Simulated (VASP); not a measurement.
# C (P6_3/mmc) in VASP: further runs

C is run at these levels: PBE; tasks: single point.

The COD entry that gives the cell may itself be a prediction, so a difference from it is no test against experiment.

Everything below comes from runs of VASP 6.6.1. Logs are shortened: lines on timing, memory, paths and dates and some standing lists are left out, and cuts for length are marked.

### Step 1. The cell of the first run

It takes space group P6_3/mmc (No. 194, hexagonal). Conventional cell: a = 2.697 Å, b = 2.697 Å, c = 12.740 Å, α = 90.00°, β = 90.00°, γ = 120.00°. C (site symmetry 3m) has 4 C at 1.61 to 1.65 Å within 2.1 Å. Within 2.1 Å of C (site symmetry 3m) lie 4 C at 1.58 to 1.64 Å. Within 2.1 Å of C (site symmetry 3m) lie 4 C at 1.58 to 1.65 Å.

### Step 2. Single point, PBE

File INCAR:

```
SYSTEM = C
ALGO = Normal ; EDIFF = 1E-6
ENCUT = 520 ; GGA = PE
ISIF = 2 ; ISMEAR = 0
LASPH = .TRUE. ; LCHARG = .TRUE.
LELF = .TRUE. ; LREAL = .FALSE.
LVHAR = .TRUE. ; LWAVE = .FALSE.
NBANDS = 36 ; NELM = 60
PREC = Accurate ; SIGMA = 0.05
```

File KPOINTS:

```
k-points
0
G
  12 12 2
  0 0 0
```

File POSCAR:

```
C
1.0
    2.6970000000      0.0000000000      0.0000000000
   -1.3485000000      2.3356705140      0.0000000000
    0.0000000000      0.0000000000     12.7398000000
C
12
Direct
    0.0000000000      0.0000000000      0.1868593266
    0.0000000000      0.0000000000      0.6868593266
    0.0000000000      0.0000000000      0.3131406734
    0.0000000000      0.0000000000      0.8131406734
    0.3333333333      0.6666666667      0.5207665411
    0.6666666667      0.3333333333      0.0207665411
    0.3333333333      0.6666666667      0.9792334589
    0.6666666667      0.3333333333      0.4792334589
    0.3333333333      0.6666666667      0.6450950823
    0.6666666667      0.3333333333      0.1450950823
    0.3333333333      0.6666666667      0.8549049177
    0.6666666667      0.3333333333      0.3549049177
```

Potentials or basis: VASP PAW PBE potentials, release 64 (C).

On the command line:

```sh
cat potpaw_PBE.64/C/POTCAR > POTCAR
mpirun -np 1 vasp_std > vasp.out
```

OUTCAR:

```text
SYSTEM = C
   EDIFF = 1E-6
   ENCUT = 520
   GGA = PE
   ISIF = 2
   ISMEAR = 0
   LASPH = .TRUE.
   LREAL = .FALSE.
   NELM = 60
   PREC = Accurate

 ion  position               nearest neighbor table
   1  0.000  0.000  0.187-   3 1.61  10 1.65  10 1.65  10 1.65
   2  0.000  0.000  0.687-   4 1.61   9 1.65   9 1.65   9 1.65
   3  0.000  0.000  0.313-   1 1.61  12 1.65  12 1.65  12 1.65
   4  0.000  0.000  0.813-   2 1.61  11 1.65  11 1.65  11 1.65
   5  0.333  0.667  0.521-   9 1.58   8 1.64   8 1.64   8 1.64
   6  0.667  0.333  0.021-  10 1.58   7 1.64   7 1.64   7 1.64
   7  0.333  0.667  0.979-  11 1.58   6 1.64   6 1.64   6 1.64
   8  0.667  0.333  0.479-  12 1.58   5 1.64   5 1.64   5 1.64
   9  0.333  0.667  0.645-   5 1.58   2 1.65   2 1.65   2 1.65
  10  0.667  0.333  0.145-   6 1.58   1 1.65   1 1.65   1 1.65
  11  0.333  0.667  0.855-   7 1.58   4 1.65   4 1.65   4 1.65
  12  0.667  0.333  0.355-   8 1.58   3 1.65   3 1.65   3 1.65

  LATTYP: Found a hexagonal cell.
 ALAT       =     2.6970000000
 C/A-ratio  =     4.7236929922

  Lattice vectors:

 A1 = (   2.6970000000,   0.0000000000,   0.0000000000)
 A2 = (  -1.3485000000,   2.3356705140,   0.0000000000)
 A3 = (   0.0000000000,   0.0000000000,  12.7398000000)

Analysis of symmetry for initial positions (statically):
=====================================================================
 Subroutine PRICEL returns:
 Original cell was already a primitive cell.

 Routine SETGRP: Setting up the symmetry group for a
 hexagonal supercell.

 Subroutine GETGRP returns: Found 24 space group operations
 (whereof 12 operations were pure point group operations)
 out of a pool of 24 trial point group operations.

The static configuration has the point symmetry D_3d.
 The point group associated with its full space group is D_6h.

Analysis of symmetry for dynamics (positions and initial velocities):
=====================================================================
 Subroutine PRICEL returns:
 Original cell was already a primitive cell.

 Routine SETGRP: Setting up the symmetry group for a
 hexagonal supercell.

 Subroutine GETGRP returns: Found 24 space group operations
 (whereof 12 operations were pure point group operations)
 out of a pool of 24 trial point group operations.

The dynamic configuration has the point symmetry D_3d.
 The point group associated with its full space group is D_6h.

 Subroutine INISYM returns: Found 24 space group operations
 (whereof 12 operations are pure point group operations),
 and found     1 'primitive' translations

----------------------------------------------------------------------------------------

                                     Primitive cell

  volume of cell :      80.2519

  direct lattice vectors                    reciprocal lattice vectors
     2.697000000  0.000000000  0.000000000     0.370782351  0.214071290  0.000000000
    -1.348500000  2.335670514  0.000000000     0.000000000  0.428142580  0.000000000
     0.000000000  0.000000000 12.739800000     0.000000000  0.000000000  0.078494168

  length of vectors
     2.697000000  2.697000000 12.739800000     0.428142580  0.428142580  0.078494168

  position of ions in fractional coordinates (direct lattice)
     0.000000000  0.000000000  0.186859327
     0.000000000  0.000000000  0.686859327
     0.000000000  0.000000000  0.313140673
     0.000000000  0.000000000  0.813140673
     0.333333333  0.666666667  0.520766541
     0.666666667  0.333333333  0.020766541
     0.333333333  0.666666667  0.979233459
     0.666666667  0.333333333  0.479233459
     0.333333333  0.666666667  0.645095082
     0.666666667  0.333333333  0.145095082
     0.333333333  0.666666667  0.854904918
     0.666666667  0.333333333  0.354904918

  ion indices of the primitive-cell ions
   primitive index   ion index
                 1           1
                 2           2
                 3           3
                 4           4
                 5           5
                 6           6
                 7           7
                 8           8
                 9           9
                10          10
                11          11
                12          12

----------------------------------------------------------------------------------------

 KPOINTS: k-points

Automatic generation of k-mesh.
 Grid dimensions read from file:
 generate k-points for:   12   12    2

 Generating k-lattice:

  Cartesian coordinates                     Fractional coordinates (reciprocal lattice)
     0.030898529  0.017839274  0.000000000     0.083333333  0.000000000  0.000000000
     0.000000000  0.035678548  0.000000000     0.000000000  0.083333333  0.000000000
     0.000000000  0.000000000  0.039247084     0.000000000  0.000000000  0.500000000

  Length of vectors
     0.035678548  0.035678548  0.039247084

  Shift w.r.t. Gamma in fractional coordinates (k-lattice)
     0.000000000  0.000000000  0.000000000

 Subroutine IBZKPT returns following result:
 ===========================================

 Found     38 irreducible k-points:

 Following reciprocal coordinates:
            Coordinates               Weight
  0.000000  0.000000  0.000000      1.000000
  0.083333  0.000000  0.000000      6.000000
  0.166667  0.000000  0.000000      6.000000
  0.250000  0.000000  0.000000      6.000000
  0.333333  0.000000  0.000000      6.000000
  0.416667  0.000000  0.000000      6.000000
[... 16 lines left out ...]
  0.250000  0.000000  0.500000      6.000000
  0.333333  0.000000  0.500000      6.000000
 [... further k-points ...]
   k-points           NKPTS =     38   k-points in BZ     NKDIM =     38   number of bands    NBANDS=     36
   number of dos      NEDOS =    301   number of ions     NIONS =     12
   total plane-waves  NPLWV =  38400
   dimension x,y,z NGX =    20 NGY =   20 NGZ =   96
   dimension x,y,z NGXF=    40 NGYF=   40 NGZF=  192
   ions per type =              12
   NGX,Y,Z   is equivalent  to a cutoff of  12.33, 12.33, 12.53 a.u.
   NGXF,Y,Z  is equivalent  to a cutoff of  24.66, 24.66, 25.05 a.u.
 SYSTEM =  C
   PREC   = accura    normal or accurate (medium, high low for compatibility)
   ISTART =      0    job   : 0-new  1-cont  2-samecut
   ICHARG =      2    charge: 1-file 2-atom 10-const
   ISPIN  =      1    spin polarized calculation?
   LNONCOLLINEAR =      F non collinear calculations
   LSORBIT =      F    spin-orbit coupling
   LASPH  =      T    aspherical Exc in radial PAW
   ENCUT  =  520.0 eV  38.22 Ry    6.18 a.u.   5.01  5.01 23.69*2*pi/ulx,y,z
   NELM   =     60;   NELMIN=  2; NELMDL= -5     # of ELM steps
   EDIFF  = 0.1E-05   stopping-criterion for ELM
   LREAL  =      F    real-space projection
   EDIFFG = 0.1E-04   stopping-criterion for IOM
   NSW    =      0    number of steps for IOM
   IBRION =     -1    ionic relax: 0-MD 1-quasi-New 2-CG
   NFREE  =      0    steps in history (QN), initial steepest desc. (CG)
   ISIF   =      2    stress and relaxation
   ISYM   =      2    0-nonsym 1-usesym 2-fastsym
   POTIM  = 0.5000    time-step for ionic-motion
   TEBEG  =    0.0;   TEEND  =   0.0 temperature during run
   PSTRESS=    0.0 pullay stress
   NELECT =      48.0000    total number of electrons
   NUPDOWN=      -1.0000    fix difference up-down
   EMIN   =  10.00;   EMAX   =-10.00  energy-range for DOS
   EFERMI =   0.00;   METHOD = LEGACY
   ISMEAR =     0;   SIGMA  =   0.05  broadening in eV -4-tet -1-fermi 0-gaus
   EFERMI_NEDOS =   21; number of points for ismear=-14 and -15
   IALGO  =     38    algorithm
   IMIX   =      4    mixing-type and parameters
     AMIX     =   0.40;   BMIX     =  1.00
     AMIX_MAG =   1.60;   BMIX_MAG =  1.00
  volume/ion in A,a.u.               =       6.69        45.13
  Fermi-wavevector in a.u.,A,eV,Ry     =   1.379336  2.606568 25.886022  1.902569
  Thomas-Fermi vector in A             =   2.504315
   LORBIT       =      0    0 simple, 1 ext, 2 COOP (PROOUT), +10 PAW based schemes
   GGA     = PE    functional components
   LHFCALC =     F    Hartree Fock is set to
   AEXX    =    0.0000 exact exchange contribution
   IVDW    =     0    specifies the selected vdW correction
   LEPSILON=     F    determine dielectric tensor
   LRPA    =     F    only Hartree local field effects (RPA)
 non-spin polarized calculation
 Gauss-broadening in eV      SIGMA  =   0.05
  energy-cutoff  :      520.00
  volume of cell :       80.25
 maximum number of plane-waves:      2202
 NGX is ok and might be reduce to    20
   NGX =  9   NGY =  9   NGZ = 47

 number of electron      47.9999999 magnetization

 Free energy of the ion-electron system (eV)
  ---------------------------------------------------
  ext. energy  EPLUGINS =         0.00000000
  ---------------------------------------------------
  free energy    TOTEN  =      -106.68457387 eV

  energy without entropy =     -106.68457387  energy(sigma->0) =     -106.68457387

 E-fermi :   7.8312     XC(G=0): -12.4353

 val. band max:        7.5977366914   @ k =   0.0000   0.0000   0.0000
 cond. band min:      11.2817194554   @ k =   0.4167   0.0000   0.0000
 fundamental gap:      3.6839827640
 Fermi energy:         7.8311646152

 k-point     1 :       0.0000    0.0000    0.0000
  band No.  band energies     occupation
      1     -11.9167      2.00000
      2     -11.2264      2.00000
      3     -11.1637      2.00000
      4      -9.1116      2.00000
      5      -9.0555      2.00000
      6      -6.5212      2.00000
[... 28 lines left out ...]
     35      13.6806      0.00000
     36      13.7989      0.00000
[... 866 lines left out ...]
      6      -5.5619      2.00000
[... 28 lines left out ...]
     35      15.9176      0.00000
     36      15.9176      0.00000

 [... further k-points ...]

------------------------ aborting loop because EDIFF is reached ----------------------------------------

  FORCE on cell =-STRESS in cart. coord.  units (eV):
  Direction    XX          YY          ZZ          XY          YZ          ZX
  --------------------------------------------------------------------------------------
  -------------------------------------------------------------------------------------
  Total      -30.9102160    -30.9102160    -13.6974867      0.0000000      0.0000000      0.0000000
  in kB     -617.1027574   -617.1027574   -273.4615911      0.0000000      0.0000000      0.0000000
  external PRESSURE =    -502.5557020 kB  Pullay stress =       0.0000000 kB

 VOLUME and BASIS-vectors are now :
 -----------------------------------------------------------------------------
  energy-cutoff  :      520.00
  volume of cell :       80.25
      direct lattice vectors                 reciprocal lattice vectors
     2.697000000  0.000000000  0.000000000     0.370782351  0.214071290  0.000000000
    -1.348500000  2.335670514  0.000000000     0.000000000  0.428142580  0.000000000
     0.000000000  0.000000000 12.739800000     0.000000000  0.000000000  0.078494168

 POSITION                                       TOTAL-FORCE (eV/Angst)
 -----------------------------------------------------------------------------------
      0.00000      0.00000      2.38055        -0.000000      0.000000      0.036796
      0.00000      0.00000      8.75045        -0.000000      0.000000      0.036796
      0.00000      0.00000      3.98935        -0.000000     -0.000000     -0.036796
      0.00000      0.00000     10.35925        -0.000000     -0.000000     -0.036796
     -0.00000      1.55711      6.63446         0.000000     -0.000000      0.112553
      1.34850      0.77856      0.26456        -0.000000      0.000000      0.112553
     -0.00000      1.55711     12.47524         0.000000     -0.000000     -0.112553
      1.34850      0.77856      6.10534        -0.000000      0.000000     -0.112553
     -0.00000      1.55711      8.21838         0.000000      0.000000     -0.172379
      1.34850      0.77856      1.84848         0.000000     -0.000000     -0.172379
     -0.00000      1.55711     10.89132        -0.000000      0.000000      0.172379
      1.34850      0.77856      4.52142         0.000000     -0.000000      0.172379
 -----------------------------------------------------------------------------------
    total drift:                               -0.000000      0.000000      0.000000

  FREE ENERGIE OF THE ION-ELECTRON SYSTEM (eV)
  ---------------------------------------------------
  free  energy   TOTEN  =      -106.6845738724 eV

  energy  without entropy=     -106.6845738724  energy(sigma->0) =     -106.68457387
```

Run time: 78 s. Hardware: 1 thread of Intel Xeon 6975P-C, shared host; peak memory 0.22 GiB.

Results:

| Quantity | Value |
| --- | --- |
| Free energy | -106.6846 eV |
| Pressure | -50.3 GPa |
| Largest force | 0.172 eV/Å |
| Band gap on the k mesh | 3.68 eV, indirect (least direct gap 4.55 eV) |

Forces in eV/Å, atoms in the order of the input:
```
C    0.000  0.000  0.037
C    0.000  0.000  0.037
C    0.000  0.000 -0.037
C    0.000  0.000 -0.037
C    0.000  0.000  0.113
C    0.000  0.000  0.113
C    0.000  0.000 -0.113
C    0.000  0.000 -0.113
C    0.000  0.000 -0.172
C    0.000  0.000 -0.172
C    0.000  0.000  0.172
C    0.000  0.000  0.172
```

Stress tensor (GPa, compression positive):
```
-61.71   0.00   0.00
  0.00 -61.71   0.00
  0.00   0.00 -27.35
```

A k mesh can miss the band edges. A hybrid or GW would open this gap; PBE tends to underestimate it.

(Part 1 of 2 ends here.)
